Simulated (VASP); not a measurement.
# Sn (Fd-3m) in VASP: notebook, part 3 of 3

VASP 6.6.1. The steps go on from the part before.

### 6 Single point, r2SCAN (volume changed by +6%)

The input, POSCAR:

```
Sn
1.0
    0.0000000000      3.3488773056      3.3488773056
    3.3488773056      0.0000000000      3.3488773056
    3.3488773056      3.3488773056      0.0000000000
Sn
2
Direct
    0.0000000000      0.0000000000      0.0000000000
    0.2500000000      0.2500000000      0.2500000000
```

The input, INCAR.step1:

```
SYSTEM = Sn
ALGO = Normal
EDIFF = 1E-4
ENCUT = 520
GGA = PE
ISMEAR = -1
LASPH = .TRUE.
LCHARG = .FALSE.
LREAL = .FALSE.
LWAVE = .TRUE.
NBANDS = 21
NELM = 60
PREC = Accurate
SIGMA = 0.02
```

The input, INCAR.step2:

```
SYSTEM = Sn
ALGO = Normal
EDIFF = 1E-7
ENCUT = 520
ISIF = 2
ISMEAR = -1
ISTART = 1
LASPH = .TRUE.
LCHARG = .FALSE.
LMIXTAU = .TRUE.
LREAL = .FALSE.
LWAVE = .FALSE.
METAGGA = R2SCAN
NBANDS = 21
NELM = 60
PREC = Accurate
SIGMA = 0.02
```

The input, KPOINTS:

```
k-points
0
G
  6 6 6
  0 0 0
```

Potentials or basis: VASP PAW PBE potentials, release 64 (Sn_d).

On the command line:

```sh
> cat potpaw_PBE.64/Sn_d/POTCAR > POTCAR
> cp INCAR.step1 INCAR
> mpirun -np 1 vasp_std > vasp.out
> cp INCAR.step2 INCAR
> mpirun -np 1 vasp_std > vasp.out
```

OUTCAR:

```text
SYSTEM = Sn
   EDIFF = 1E-7
   ENCUT = 520
   ISIF = 2
   ISMEAR = -1
   ISTART = 1
   LASPH = .TRUE.
   LREAL = .FALSE.
   METAGGA = R2SCAN
   NELM = 60
   PREC = Accurate

 ion  position               nearest neighbor table
   1  0.000  0.000  0.000-   2 2.90   2 2.90   2 2.90   2 2.90
   2  0.250  0.250  0.250-   1 2.90   1 2.90   1 2.90   1 2.90

  LATTYP: Found a face centered cubic cell.
 ALAT       =     6.6977546112

  Lattice vectors:

 A1 = (   0.0000000000,   3.3488773056,   3.3488773056)
 A2 = (   3.3488773056,   0.0000000000,   3.3488773056)
 A3 = (   3.3488773056,   3.3488773056,   0.0000000000)

Analysis of symmetry for initial positions (statically):
=====================================================================
 Subroutine PRICEL returns:
 Original cell was already a primitive cell.

 Routine SETGRP: Setting up the symmetry group for a
 face centered cubic supercell.

 Subroutine GETGRP returns: Found 48 space group operations
 (whereof 24 operations were pure point group operations)
 out of a pool of 48 trial point group operations.

The static configuration has the point symmetry T_d .
 The point group associated with its full space group is O_h .

Analysis of symmetry for dynamics (positions and initial velocities):
=====================================================================
 Subroutine PRICEL returns:
 Original cell was already a primitive cell.

 Routine SETGRP: Setting up the symmetry group for a
 face centered cubic supercell.

 Subroutine GETGRP returns: Found 48 space group operations
 (whereof 24 operations were pure point group operations)
 out of a pool of 48 trial point group operations.

The dynamic configuration has the point symmetry T_d .
 The point group associated with its full space group is O_h .

 Subroutine INISYM returns: Found 48 space group operations
 (whereof 24 operations are pure point group operations),
 and found     1 'primitive' translations

[... 101 lines left out ...]
   EFERMI_NEDOS =   21; number of points for ismear=-14 and -15
   IALGO  =     38    algorithm
   IMIX   =      4    mixing-type and parameters
     AMIX     =   0.40;   BMIX     =  1.00
     AMIX_MAG =   1.60;   BMIX_MAG =  1.00
  volume/ion in A,a.u.               =      37.56       253.45
  Fermi-wavevector in a.u.,A,eV,Ry     =   1.178198  2.226471 18.886934  1.388150
  Thomas-Fermi vector in A             =   2.314531
   LORBIT       =      0    0 simple, 1 ext, 2 COOP (PROOUT), +10 PAW based schemes
   METAGGA = R2SCAN    functional components
   LHFCALC =     F    Hartree Fock is set to
   AEXX    =    0.0000 exact exchange contribution
   IVDW    =     0    specifies the selected vdW correction
   LEPSILON=     F    determine dielectric tensor
   LRPA    =     F    only Hartree local field effects (RPA)
 non-spin polarized calculation
  energy-cutoff  :      520.00
  volume of cell :       75.12
 maximum number of plane-waves:      2085
   NGX = 17   NGY = 17   NGZ = 17

 number of electron      28.0000017 magnetization

 Free energy of the ion-electron system (eV)
  ---------------------------------------------------
  ext. energy  EPLUGINS =         0.00000000
  ---------------------------------------------------
  free energy    TOTEN  =       -49.43422413 eV

  energy without entropy =      -49.43361531  energy(sigma->0) =      -49.43391972

 E-fermi :   4.5628     XC(G=0):  -9.1478

 val. band max:        4.2200950318   @ k =   0.1667   0.0000   0.0000
 cond. band min:       4.5651950834   @ k =   0.5000   0.0000   0.0000
 fundamental gap:      0.3451000516
 Fermi energy:         4.5627502514

 k-point     1 :       0.0000    0.0000    0.0000
  band No.  band energies     occupation
      1     -17.6146      2.00000
      2     -17.6146      2.00000
      3     -17.6146      2.00000
      4     -17.5606      2.00000
      5     -17.5606      2.00000
      6     -17.3091      2.00000
[... 373 lines left out ...]
     20      13.5462      0.00000
     21      14.9269      0.00000

------------------------ aborting loop because EDIFF is reached ----------------------------------------

  FORCE on cell =-STRESS in cart. coord.  units (eV):
  Direction    XX          YY          ZZ          XY          YZ          ZX
  --------------------------------------------------------------------------------------
  -------------------------------------------------------------------------------------
  Total       -1.0158822     -1.0158822     -1.0158822      0.0000000     -0.0000000      0.0000000
  in kB      -21.6683691    -21.6683691    -21.6683691      0.0000000     -0.0000000      0.0000000
  external PRESSURE =     -21.6683691 kB  Pullay stress =       0.0000000 kB

 VOLUME and BASIS-vectors are now :
 -----------------------------------------------------------------------------
  energy-cutoff  :      520.00
  volume of cell :       75.12
      direct lattice vectors                 reciprocal lattice vectors
     0.000000000  3.348877306  3.348877306    -0.149303768  0.149303768  0.149303768
     3.348877306  0.000000000  3.348877306     0.149303768 -0.149303768  0.149303768
     3.348877306  3.348877306  0.000000000     0.149303768  0.149303768 -0.149303768

 POSITION                                       TOTAL-FORCE (eV/Angst)
 -----------------------------------------------------------------------------------
      0.00000      0.00000      0.00000        -0.000000     -0.000000     -0.000000
      1.67444      1.67444      1.67444         0.000000      0.000000      0.000000
 -----------------------------------------------------------------------------------
    total drift:                                0.000000      0.000000      0.000000

  FREE ENERGIE OF THE ION-ELECTRON SYSTEM (eV)
  ---------------------------------------------------
  free  energy   TOTEN  =       -49.4342241251 eV

  energy  without entropy=      -49.4336153134  energy(sigma->0) =      -49.43391972
```

OUTCAR.step1:

```text
SYSTEM = Sn
   EDIFF = 1E-4
   ENCUT = 520
   GGA = PE
   ISMEAR = -1
   LASPH = .TRUE.
   LREAL = .FALSE.
[... 594 lines left out ...]
      0.00000      0.00000      0.00000        -0.000000     -0.000000     -0.000000
      1.67444      1.67444      1.67444         0.000000      0.000000      0.000000
 -----------------------------------------------------------------------------------
    total drift:                                0.000000      0.000000      0.000000

  FREE ENERGIE OF THE ION-ELECTRON SYSTEM (eV)
  ---------------------------------------------------
  free  energy   TOTEN  =        -7.6576416780 eV

  energy  without entropy=       -7.6570783876  energy(sigma->0) =       -7.65736003
```

OSZICAR.step1:

```text
N       E                     dE             d eps       ncg     rms          rms(c)
DAV:   1     0.226054554116E+03    0.22605E+03   -0.14397E+04   687   0.184E+03
DAV:   2     0.178197526290E+02   -0.20823E+03   -0.20381E+03   672   0.446E+02
DAV:   3    -0.681835470582E+01   -0.24638E+02   -0.24508E+02   792   0.140E+02
DAV:   4    -0.766402984974E+01   -0.84568E+00   -0.84538E+00   767   0.292E+01
DAV:   5    -0.769834837073E+01   -0.34319E-01   -0.34318E-01   992   0.555E+00    0.282E+00
DAV:   6    -0.766904455010E+01    0.29304E-01   -0.26489E-02   912   0.202E+00    0.165E+00
DAV:   7    -0.765533207199E+01    0.13712E-01   -0.38063E-02   742   0.205E+00    0.158E-01
DAV:   8    -0.765713755806E+01   -0.18055E-02   -0.53756E-03   732   0.814E-01    0.524E-02
DAV:   9    -0.765760821107E+01   -0.47065E-03   -0.51776E-04   594   0.136E-01    0.129E-02
DAV:  10    -0.765764167802E+01   -0.33467E-04   -0.55364E-05   615   0.634E-02
   1 F= -.76576417E+01 E0= -.76573600E+01  d E =-.563290E-03
```

Run time: 81 s. Hardware: 1 thread of Intel Xeon Platinum 8259CL at 2.50GHz (Skylake/Cascade Lake), shared host; peak memory 0.21 GiB.

What came out:

- Free energy: -49.4342 eV
- Pressure: -2.2 GPa
- Band gap on the k mesh: zero (band 14 reaches 4.63 eV, above the bottom of band 15 at 4.57 eV)

Caveat: the PAW data sets were made with another functional, which shifts forces and pressure a little; spin-orbit coupling is left out, which moves the levels of the heavy elements.

### 7 Summary

```tsv
cell	gap on the mesh (eV)	pressure (GPa)
a = 4.598 Å, angles 60.0°, 2 atoms	none	1.4
a = 4.645 Å, angles 60.0°, 2 atoms	none	-0.1
a = 4.691 Å, angles 60.0°, 2 atoms	none	-1.2
a = 4.736 Å, angles 60.0°, 2 atoms	none	-2.2
```

Alike in all rows: task single point; level r2SCAN; potentials or basis VASP PAW PBE potentials, release 64 (Sn_d); no spin polarisation; k mesh 6 × 6 × 6; cutoff (eV) 520; smearing fermi-dirac 0.02 eV.

Caveats: the PAW data sets were made with another functional, which shifts forces and pressure a little; spin-orbit coupling is left out, which moves the levels of the heavy elements.

Absolute energies hang on the potentials; compare differences alone.
